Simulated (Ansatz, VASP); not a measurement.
# BaS: VASP beside Ansatz

Contents of INCAR:

```
SYSTEM = BaS
ALGO     = Normal         ! electronic algorithm
EDIFF    = 1E-6           ! SCF threshold, eV
ENCUT    = 520            ! plane-wave cutoff, eV
GGA      = PS             ! functional
ISIF     = 2              ! what is computed and relaxed
ISMEAR   = 0              ! smearing method
LASPH    = .True.         ! aspherical terms in the spheres
LCHARG   = .True.         ! write CHGCAR
LELF     = .True.         ! ELF
LREAL    = .False.        ! projectors in reciprocal space
LVHAR    = .True.       
LWAVE    = .False.        ! write WAVECAR
NBANDS   = 15             ! bands
NELM     = 60             ! most SCF steps
PREC     = Accurate       ! precision mode
SIGMA    = 0.05           ! smearing width, eV
```

KPOINTS

```
k-points
0
Gamma
  8 8 8
  0 0 0
```

File POSCAR:

```
BaS
1.0
    0.0000000000      3.4916741172      3.4916741172
    3.4916741172      0.0000000000      3.4916741172
    3.4916741172      3.4916741172      0.0000000000
Ba S
1 1
Direct
    0.0000000000      0.0000000000      0.0000000000
    0.2500000000      0.2500000000      0.2500000000
```

Input for Ansatz:

```yaml
crystal:
  lattice:
    - [0.0, 3.4916741172, 3.4916741172]
    - [3.4916741172, 0.0, 3.4916741172]
    - [3.4916741172, 3.4916741172, 0.0]
  atoms:
    - { symbol: Ba, position: [0.0, 0.0, 0.0] }
    - { symbol: S, position: [0.25, 0.25, 0.25] }
basis:
  ecutwfc: 420
  ecutrho_ratio: 4
kpoints:
  mp_grid: { grid: [8, 8, 8] }
hamiltonian:
  xc: pbesol
scf:
  occupations: { method: gaussian, width: 0.05 }
output:
  forces: true
  stress: true
  eigenvalues: true
```

Alike in both runs: task single point; functional PBEsol; k mesh 8 × 8 × 8; occupations gaussian, width 0.05 eV; no spin polarisation.

```csv
,VASP,Ansatz
version,VASP 6.6.1,Ansatz 0.2.0
potentials or method,"VASP PAW PBE potentials, release 64 (Ba_sv, S), cutoff 520 eV","scalar-relativistic, plane waves, PAW"
valence electrons in the cell,16,16
```

```csv
,VASP,Ansatz,Ansatz less VASP
gap on the k mesh at the Fermi level (eV),2.66,2.65,-0.014
least direct gap on the mesh (eV),3.32,3.36,+0.036
pressure (GPa),-0.1,-0.6,-0.48
```

VASP's potentials were made for PBE, not for PBEsol.

Spin-orbit coupling is off throughout.
